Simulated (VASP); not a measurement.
# Pb (Fm-3m) in VASP: further runs

The runs below take Pb through single point, with RPBE+D3(BJ).

All numbers are computed with VASP 6.6.1; they aren't measurements. Logs are shortened: lines on timing, memory, paths and dates and some standing lists are left out, and cuts for length are marked.

## Step 1: The cell of the first run

Symmetry: Fm-3m, No. 225, cubic system. The conventional cell has a = 5.015 Å, b = 5.015 Å, c = 5.015 Å, α = 90.00°, β = 90.00°, γ = 90.00°. Within 4.7 Å of Pb (site symmetry m-3m) lie 12 Pb at 3.55 Å.

## Step 2: Single point, RPBE+D3(BJ), non-collinear spin, typed start, spin-orbit coupling (31.54 Å³/atom)

File INCAR:

```
SYSTEM = Pb
ALGO = Fast
EDIFF = 1E-6
ENCUT = 520
GGA = RP
GGA_COMPAT = .FALSE.
ISIF = 2
ISMEAR = -1
IVDW = 12
LASPH = .TRUE.
LCHARG = .FALSE.
LORBIT = 11
LORBMOM = .TRUE.
LREAL = .FALSE.
LSORBIT = .TRUE.
LWAVE = .FALSE.
MAGMOM = 0.289 0.289 0.289
NBANDS = 25
NELM = 150
PREC = Accurate
SIGMA = 0.025
```

File KPOINTS:

```
k-points
0
G
  7 7 7
  0 0 0
```

File POSCAR:

```
Pb
1.0
    0.0000000000      2.5075897876      2.5075897876
    2.5075897876      0.0000000000      2.5075897876
    2.5075897876      2.5075897876      0.0000000000
Pb
1
Direct
    0.0000000000      0.0000000000      0.0000000000
```

Potentials or basis: VASP PAW PBE potentials, release 64 (Pb_d).

Launch:

```bash
> cat potpaw_PBE.64/Pb_d/POTCAR > POTCAR
> mpirun -np 1 vasp_ncl > vasp.out
```

OUTCAR:

```text
SYSTEM = Pb
   EDIFF = 1E-6
   ENCUT = 520
   GGA = RP
   ISIF = 2
   ISMEAR = -1
   IVDW = 12
   LASPH = .TRUE.
   LORBIT = 11
   LREAL = .FALSE.
   LSORBIT = .TRUE.
   NELM = 150
   PREC = Accurate
 IVDW          = 12

 ion  position               nearest neighbor table
   1  0.000  0.000  0.000-

  LATTYP: Found a face centered cubic cell.
 ALAT       =     5.0151795752

  Lattice vectors:

 A1 = (   0.0000000000,   2.5075897876,   2.5075897876)
 A2 = (   2.5075897876,   0.0000000000,   2.5075897876)
 A3 = (   2.5075897876,   2.5075897876,   0.0000000000)

Analysis of symmetry for initial positions (statically):
=====================================================================
 Subroutine PRICEL returns:
 Original cell was already a primitive cell.

 Routine SETGRP: Setting up the symmetry group for a
 face centered cubic supercell.

 Subroutine GETGRP returns: Found 48 space group operations
 (whereof 48 operations were pure point group operations)
 out of a pool of 48 trial point group operations.

The static configuration has the point symmetry O_h .

Analysis of symmetry for dynamics (positions and initial velocities):
=====================================================================
 Subroutine PRICEL returns:
 Original cell was already a primitive cell.

 Routine SETGRP: Setting up the symmetry group for a
 face centered cubic supercell.

 Subroutine GETGRP returns: Found 48 space group operations
 (whereof 48 operations were pure point group operations)
 out of a pool of 48 trial point group operations.

The dynamic configuration has the point symmetry O_h .

Analysis of structural, dynamic, and magnetic symmetry:
=====================================================================
 Subroutine PRICEL returns:
 Original cell was already a primitive cell.

 Routine SETGRP: Setting up the symmetry group for a
 face centered cubic supercell.

 Subroutine GETGRP returns: Found  6 space group operations
 (whereof  6 operations were pure point group operations)
 out of a pool of 48 trial point group operations.

The overall configuration has the point symmetry S_6 .

 Subroutine INISYM returns: Found  6 space group operations
 (whereof  6 operations are pure point group operations),
 and found     1 'primitive' translations

----------------------------------------------------------------------------------------

                                     Primitive cell

  volume of cell :      31.5355

  direct lattice vectors                    reciprocal lattice vectors
     0.000000000  2.507589788  2.507589788    -0.199394655  0.199394655  0.199394655
     2.507589788  0.000000000  2.507589788     0.199394655 -0.199394655  0.199394655
     2.507589788  2.507589788  0.000000000     0.199394655  0.199394655 -0.199394655

  length of vectors
     3.546267486  3.546267486  3.546267486     0.345361673  0.345361673  0.345361673

  position of ions in fractional coordinates (direct lattice)
     0.000000000  0.000000000  0.000000000

  ion indices of the primitive-cell ions
   primitive index   ion index
                 1           1

----------------------------------------------------------------------------------------

 KPOINTS: k-points

Automatic generation of k-mesh.
 Grid dimensions read from file:
 generate k-points for:    7    7    7

 Generating k-lattice:

  Cartesian coordinates                     Fractional coordinates (reciprocal lattice)
    -0.028484951  0.028484951  0.028484951     0.142857143  0.000000000  0.000000000
     0.028484951 -0.028484951  0.028484951     0.000000000  0.142857143  0.000000000
     0.028484951  0.028484951 -0.028484951     0.000000000  0.000000000  0.142857143

  Length of vectors
     0.049337382  0.049337382  0.049337382

  Shift w.r.t. Gamma in fractional coordinates (k-lattice)
     0.000000000  0.000000000  0.000000000

 Subroutine IBZKPT returns following result:
 ===========================================

 Found     60 irreducible k-points:

 Following reciprocal coordinates:
            Coordinates               Weight
  0.000000  0.000000  0.000000      1.000000
  0.142857  0.000000  0.000000      6.000000
  0.142857  0.142857  0.142857      2.000000
  0.285714  0.000000  0.000000      6.000000
  0.285714  0.285714  0.285714      2.000000
  0.428571  0.000000  0.000000      6.000000
[... 16 lines left out ...]
 -0.285714 -0.428571 -0.285714      6.000000
  0.142857 -0.285714  0.000000      6.000000
 [... further k-points ...]
   k-points           NKPTS =     60   k-points in BZ     NKDIM =     60   number of bands    NBANDS=     25
   number of dos      NEDOS =    301   number of ions     NIONS =      1
   total plane-waves  NPLWV =  21952
   dimension x,y,z NGX =    28 NGY =   28 NGZ =   28
   dimension x,y,z NGXF=    56 NGYF=   56 NGZF=   56
   ions per type =               1
   NGX,Y,Z   is equivalent  to a cutoff of  13.13, 13.13, 13.13 a.u.
   NGXF,Y,Z  is equivalent  to a cutoff of  26.25, 26.25, 26.25 a.u.
 SYSTEM =  Pb
   PREC   = accura    normal or accurate (medium, high low for compatibility)
   ISTART =      0    job   : 0-new  1-cont  2-samecut
   ICHARG =      2    charge: 1-file 2-atom 10-const
   ISPIN  =      1    spin polarized calculation?
   LNONCOLLINEAR =      T non collinear calculations
   LSORBIT =      T    spin-orbit coupling
   LASPH  =      T    aspherical Exc in radial PAW
   ENCUT  =  520.0 eV  38.22 Ry    6.18 a.u.   6.59  6.59  6.59*2*pi/ulx,y,z
   NELM   =    150;   NELMIN=  2; NELMDL= -5     # of ELM steps
   EDIFF  = 0.1E-05   stopping-criterion for ELM
   LREAL  =      F    real-space projection
   EDIFFG = 0.1E-04   stopping-criterion for IOM
   NSW    =      0    number of steps for IOM
   IBRION =     -1    ionic relax: 0-MD 1-quasi-New 2-CG
   NFREE  =      0    steps in history (QN), initial steepest desc. (CG)
   ISIF   =      2    stress and relaxation
   ISYM   =      2    0-nonsym 1-usesym 2-fastsym
   POTIM  = 0.5000    time-step for ionic-motion
   TEBEG  =    0.0;   TEEND  =   0.0 temperature during run
   PSTRESS=    0.0 pullay stress
   NELECT =      14.0000    total number of electrons
   NUPDOWN=      -1.0000    fix difference up-down
   EMIN   =  10.00;   EMAX   =-10.00  energy-range for DOS
   EFERMI =   0.00;   METHOD = LEGACY
   ISMEAR =    -1;   SIGMA  =   0.03  broadening in eV -4-tet -1-fermi 0-gaus
   EFERMI_NEDOS =   21; number of points for ismear=-14 and -15
   IALGO  =     68    algorithm
   IMIX   =      4    mixing-type and parameters
     AMIX     =   0.40;   BMIX     =  1.00
     AMIX_MAG =   1.60;   BMIX_MAG =  1.00
  volume/ion in A,a.u.               =      31.54       212.81
  Fermi-wavevector in a.u.,A,eV,Ry     =   1.248871  2.360025 21.220728  1.559680
  Thomas-Fermi vector in A             =   2.382938
   LORBIT       =     11    0 simple, 1 ext, 2 COOP (PROOUT), +10 PAW based schemes
   GGA     = RP    functional components
   LHFCALC =     F    Hartree Fock is set to
   AEXX    =    0.0000 exact exchange contribution
   IVDW    =    12    specifies the selected vdW correction
   LEPSILON=     F    determine dielectric tensor
   LRPA    =     F    only Hartree local field effects (RPA)
 RMM-DIIS sequential band-by-band and
  energy-cutoff  :      520.00
  volume of cell :       31.54
 maximum number of plane-waves:      1738
   NGX = 13   NGY = 13   NGZ = 13

 number of electron      14.0000002 magnetization      -0.0000150     -0.0000150     -0.0000150

 number of electron      14.0000002 magnetization       0.0000295      0.0000295      0.0000295

 Free energy of the ion-electron system (eV)
  ---------------------------------------------------
  ext. energy  EPLUGINS =         0.00000000
  ---------------------------------------------------
  free energy    TOTEN  =        -3.72380252 eV

  energy without entropy =       -3.72248044  energy(sigma->0) =       -3.72314148

 E-fermi :   6.7989     XC(G=0):  -9.8706

 val. band max:        6.7502358638   @ k =   0.2857  -0.4286   0.0000
 cond. band min:       7.2209286614   @ k =  -0.4286   0.4286   0.0000
 fundamental gap:      0.4706927976
 Fermi energy:         6.7988868419

 k-point     1 :       0.0000    0.0000    0.0000
  band No.  band energies     occupation
      1     -11.5361      1.00000
      2     -11.5361      1.00000
      3     -11.5361      1.00000
      4     -11.5361      1.00000
      5      -9.0444      1.00000
      6      -9.0444      1.00000
[... 17 lines left out ...]
     24      19.0956      0.00000
     25      19.1513      0.00000

 k-point     2 :       0.1429    0.0000    0.0000
  band No.  band energies     occupation
      1     -11.5333      1.00000
      2     -11.5333      1.00000
      3     -11.5221      1.00000
      4     -11.5221      1.00000
      5      -9.0259      1.00000
      6      -9.0259      1.00000
[... 17 lines left out ...]
     24      19.8029      0.00000
     25      20.0511      0.00000

 k-point     3 :       0.1429    0.1429    0.1429
  band No.  band energies     occupation
      1     -11.5333      1.00000
      2     -11.5333      1.00000
      3     -11.5221      1.00000
      4     -11.5221      1.00000
      5      -9.0259      1.00000
      6      -9.0259      1.00000
[... 552 lines left out ...]
 k-point    23 :      -0.2857   -0.4286   -0.2857
  band No.  band energies     occupation
      1     -11.5195      1.00000
      2     -11.5195      1.00000
      3     -11.4818      1.00000
      4     -11.4818      1.00000
      5      -9.0041      1.00000
      6      -9.0041      1.00000
[... 17 lines left out ...]
     24      18.8100      0.00000
     25      21.1446      0.00000

 k-point    24 :       0.1429   -0.2857    0.0000
  band No.  band energies     occupation
      1     -11.5195      1.00000
      2     -11.5195      1.00000
      3     -11.4818      1.00000
      4     -11.4818      1.00000
      5      -9.0041      1.00000
      6      -9.0041      1.00000
[... 17 lines left out ...]
     24      18.8100      0.00000
     25      21.3316      0.00000

 [... further k-points ...]

------------------------ aborting loop because EDIFF is reached ----------------------------------------

 Edisp (eV)   -2.30013

 E8    (eV) :    -1.6526

  FORCE on cell =-STRESS in cart. coord.  units (eV):
  Direction    XX          YY          ZZ          XY          YZ          ZX
  --------------------------------------------------------------------------------------
  -------------------------------------------------------------------------------------
  Total      -3.29355    -3.29355    -3.29355     0.00001     0.00001     0.00001
  in kB    -167.33077  -167.33077  -167.33077     0.00044     0.00044     0.00044
  external pressure =     -167.33 kB  Pullay stress =        0.00 kB

 VOLUME and BASIS-vectors are now :
 -----------------------------------------------------------------------------
  energy-cutoff  :      520.00
  volume of cell :       31.54
      direct lattice vectors                 reciprocal lattice vectors
     0.000000000  2.507589788  2.507589788    -0.199394655  0.199394655  0.199394655
     2.507589788  0.000000000  2.507589788     0.199394655 -0.199394655  0.199394655
     2.507589788  2.507589788  0.000000000     0.199394655  0.199394655 -0.199394655

 POSITION                                       TOTAL-FORCE (eV/Angst)
 -----------------------------------------------------------------------------------
      0.00000      0.00000      0.00000         0.000000      0.000000      0.000000
 -----------------------------------------------------------------------------------
    total drift:                               -0.000000     -0.000000     -0.000000

  FREE ENERGIE OF THE ION-ELECTRON SYSTEM (eV)
  ---------------------------------------------------
  free  energy   TOTEN  =        -6.0239365709 eV

  energy  without entropy=       -6.0226144863  energy(sigma->0) =       -6.02327553

 orbital moment (x)

 # of ion     p       d       tot
 ----------------------------------------
  1        -0.000  -0.000  -0.000
 ----------------------------------------
           -0.000  -0.000  -0.000

 orbital moment (y)

 # of ion     p       d       tot
 ----------------------------------------
  1        -0.000  -0.000  -0.000
 ----------------------------------------
           -0.000  -0.000  -0.000

 orbital moment (z)

 # of ion     p       d       tot
 ----------------------------------------
  1        -0.000  -0.000  -0.000
 ----------------------------------------
           -0.000  -0.000  -0.000

 Spin-Orbit-Coupling matrix elements

 Ion:    1  E_soc:     -1.1384672
 l=   1
     0.0000000    -0.1223771    -0.1223771
    -0.1223771     0.0000000    -0.1223771
    -0.1223771    -0.1223771     0.0000000
 l=   2
     0.0000000    -0.0135172     0.0000000    -0.0135172    -0.0538503
    -0.0135172     0.0000000    -0.0403878    -0.0135172    -0.0134626
     0.0000000    -0.0403878     0.0000000    -0.0403877     0.0000000
    -0.0135172    -0.0135172    -0.0403877     0.0000000    -0.0134626
    -0.0538503    -0.0134626     0.0000000    -0.0134626     0.0000000
 l=   3
     0.0000000     0.0000000     0.0000000     0.0000000     0.0000000     0.0000000     0.0000000
     0.0000000     0.0000000     0.0000000     0.0000000     0.0000000     0.0000000     0.0000000
     0.0000000     0.0000000     0.0000000     0.0000000     0.0000000     0.0000000     0.0000000
     0.0000000     0.0000000     0.0000000     0.0000000     0.0000000     0.0000000     0.0000000
     0.0000000     0.0000000     0.0000000     0.0000000     0.0000000     0.0000000     0.0000000
     0.0000000     0.0000000     0.0000000     0.0000000     0.0000000     0.0000000     0.0000000
     0.0000000     0.0000000     0.0000000     0.0000000     0.0000000     0.0000000     0.0000000

 total charge

# of ion       s       p       d       tot
------------------------------------------
    1        1.409   0.743   9.811  11.962

 magnetization (x)

# of ion       s       p       d       tot
------------------------------------------
    1       -0.000   0.000   0.000   0.000

 magnetization (y)

# of ion       s       p       d       tot
------------------------------------------
    1       -0.000   0.000   0.000   0.000

 magnetization (z)

# of ion       s       p       d       tot
------------------------------------------
    1       -0.000   0.000   0.000   0.000
```

Wall time 3.3 min (1 thread of Intel Xeon 8259CL, shared host); peak memory 0.29 GiB.

What came out:

```yaml
Free_energy: -6.0239 eV
Pressure: -16.7 GPa
Net_moment: 0.00 μB per cell
Valence_electrons_inside_the_program's_atomic_spheres: Pb 11.96
Dispersion_energy_per_atom: -2.300 eV
```

Moments on the atoms (μB; x, y, z):
```
Pb  0.00 0.00 0.00
```

Caveat: the cell stands under tension; the dispersion term is far too large for a dense solid, which distorts pressure and volume; the PAW data sets were made with another functional, which shifts forces and pressure a little.

## Step 3: Single point, RPBE+D3(BJ), non-collinear spin, typed start, spin-orbit coupling (32.14 Å³/atom)

This run uses another cell than the first one, of 32.14 Å³/atom.

File INCAR:

```
ALGO = Normal
EDIFF = 1E-6
ENCUT = 520
GGA = RP
GGA_COMPAT = F
ISIF = 2
ISMEAR = -1
IVDW = 12
LASPH = T
LCHARG = F
LORBIT = 11
LORBMOM = T
LREAL = F
LSORBIT = T
LWAVE = F
MAGMOM = 0.289 0.289 0.289
NBANDS = 25
NELM = 150
PREC = Accurate
SIGMA = 0.025
```

File KPOINTS:

```
k-points
0
Gamma
  7 7 7
```

File POSCAR:

```
Pb
1.0
    0.0000000000      2.5235621278      2.5235621278
    2.5235621278      0.0000000000      2.5235621278
    2.5235621278      2.5235621278      0.0000000000
Pb
1
Direct
    0.0000000000      0.0000000000      0.0000000000
```

Potentials or basis: VASP PAW PBE potentials, release 64 (Pb_d).

Launch:

```bash
> cat potpaw_PBE.64/Pb_d/POTCAR > POTCAR
> mpirun -np 1 vasp_ncl > vasp.out
```

It took 2.8 min on 1 thread of Intel Xeon 8259CL, shared host; peak memory 0.29 GiB.

The run converged. Its results:

* Free energy: -5.9606 eV
* Pressure: -16.9 GPa
* Net moment: 0.00 μB per cell
* Valence electrons inside the program's atomic spheres: Pb 11.95
* Dispersion energy per atom: -2.229 eV

Moments on the atoms (μB; x, y, z):
```
Pb  0.00 0.00 0.00
```

Caveat: the cell stands under tension; the dispersion term is far too large for a dense solid, which distorts pressure and volume; the PAW data sets were made with another functional, which shifts forces and pressure a little.
